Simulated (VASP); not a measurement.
MoSe: single point with PBE+U

Crystal: MoSe.

```
CELL_PARAMETERS angstrom
0.00000 2.61016 2.61016
2.61016 0.00000 2.61016
2.61016 2.61016 0.00000
ATOMIC_POSITIONS crystal
Mo 0.00000 0.00000 0.00000
Se 0.50000 0.50000 0.50000
```

* Program: VASP 6.6.1
* Task: single point
* Functional: PBE
* Potentials or basis: VASP PAW PBE potentials, release 64 (Mo_sv, Se)
* Cutoff: 520 eV
* k mesh: 14 × 14 × 14
* Occupations: gaussian, width 0.05 eV
* Spin: collinear spin
* Starting moments: [3.5, 0.0] μB
* Hubbard terms: Mo d U = 6.0 eV
* Dipole correction: no
* Further INCAR settings: ALGO = Normal; EDIFF = 1e-06; NBANDS = 21

The pressure is 30.1 GPa and the net moment is 3.59 μB per cell. The site moments are Mo +3.38; Se -0.04 μB and the valence electrons inside the program's atomic spheres are Mo 12.45; Se 4.05.

Levels at points of the mesh, in eV from the Fermi level:
Spin up:
| k point | band 10 | band 11 | band 12 | band 13 | band 14 | band 15 |
| --- | --- | --- | --- | --- | --- | --- |
| (0.00, 0.00, 0.00) | -3.04 | -2.56 | -2.56 | -2.56 | 2.02 | 7.28 |
| (0.50, 0.00, 0.00) | -3.29 | -2.36 | 1.89 | 3.67 | 3.67 | 5.56 |
| (0.50, 0.50, 0.00) | -3.04 | -3.04 | -2.24 | -0.03 | 1.69 | 7.74 |
Spin down:
```tsv
k point	band 6	band 7	band 8	band 9	band 10	band 11
(0.00, 0.00, 0.00)	-2.51	-2.51	-2.51	0.64	0.64	0.64
(0.50, 0.00, 0.00)	-7.76	-4.76	-4.76	2.39	3.40	3.40
(0.50, 0.50, 0.00)	-6.48	-4.01	-4.01	-1.69	2.03	2.86
```

Eigenvalues of the final occupation matrices:
```csv
site,spin,trace,eigenvalues
site 1 d,1,3.72,0.56 0.56 0.86 0.86 0.86
site 1 d,2,0.42,0.06 0.06 0.06 0.12 0.12
```

Run time: 77 s on 1 thread of AMD EPYC 9R45 96-Core Processor (Zen 5) (shared host), peak memory 0.23 GiB.

Caveat: the cell stands under pressure.
